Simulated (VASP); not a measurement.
Input of a VASP 6.6.1 run:

Contents of INCAR:

```
SYSTEM = CdF2
ALGO     = Normal         ! electronic algorithm
EDIFF    = 1E-6           ! SCF threshold, eV
ENCUT    = 520            ! plane-wave cutoff, eV
GGA      = PE             ! functional
ISIF     = 2              ! what is computed and relaxed
ISMEAR   = -1             ! smearing method
LASPH    = .True.         ! aspherical terms in the spheres
LCHARG   = .False.        ! write CHGCAR
LREAL    = .False.        ! projectors in reciprocal space
LWAVE    = .False.        ! write WAVECAR
NBANDS   = 20             ! bands
NELM     = 60             ! most SCF steps
PREC     = Accurate       ! precision mode
SIGMA    = 0.02           ! smearing width, eV
```

File KPOINTS:

```
k-points
0
Gamma
  8 8 8
  0 0 0
```

File POSCAR:

```
CdF2
1.0
    0.0513714261      2.6825809990      2.6825809990
    2.6825809990      0.0513714261      2.6825809990
    2.7339524251      2.7339524251      0.0000000000
Cd F
1 2
Direct
    0.0000000000      0.0000000000      0.0000000000
    0.2475404308      0.2475404308      0.2524595692
    0.7524595692      0.7524595692      0.7475404308
```

Potentials or basis: VASP PAW PBE potentials, release 64 (Cd, F).

Run with:

```sh
$ cat potpaw_PBE.64/Cd/POTCAR potpaw_PBE.64/F/POTCAR > POTCAR
$ mpirun -np 1 vasp_std > vasp.out
```

**Question.** Predict the band gap on the k mesh.

**Answer.** 3.11 eV (least direct gap 3.53 eV).

**Question.** What does it give for the pressure?

**Answer.** 7.9 GPa.

Forces on the atoms (eV/Å):
```
Cd   0.000  0.000  0.000
F    0.000  0.000 -0.024
F    0.000  0.000  0.024
```

Caveat: the cell differs from its parent crystal (shear xy strain +3.8%); the cell stands under pressure. A k mesh can miss the band edges.
